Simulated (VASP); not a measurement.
A run of VASP 6.6.1:

INCAR

```
  PREC = Accurate
  ENCUT = 520
  EDIFF = 1E-7
  ISMEAR = -1
  SIGMA = 0.1
  LREAL = False
  LASPH = True
  NELM = 60
  ALGO = Normal
  ISIF = 2
  LWAVE = False
  LCHARG = False
  GGA = B5
  ALDAX = 1.0
  AGGAX = 1.0
  AGGAC = 1.0
  ALDAC = 0.0
  NBANDS = 13
```

Contents of KPOINTS:

```
regular mesh
0
Gamma
  14 14 14
```

The input POSCAR:

```
Ru
1.0
    2.5875959154      0.0000000000      0.0000000000
    0.0000000000      2.5875959154      0.0000000000
    0.0000000000      0.0000000000      2.5875959154
Ru
1
Direct
    0.0000000000      0.0000000000      0.0000000000
```

Potentials or basis: VASP PAW PBE potentials, release 64 (Ru_pv).

Run with:

```bash
$ cat potpaw_PBE.64/Ru_pv/POTCAR > POTCAR
$ mpirun -np 1 vasp_std > vasp.out
```

Hardware: 1 thread of Intel Xeon 6975P-C, on a shared host.

Question: How long does it take, and how much memory?

Answer: Run time: 17 s on 1 thread of Intel Xeon 6975P-C, on a shared host, peak memory 0.14 GiB. Counts: scf iterations 13, k points 120.
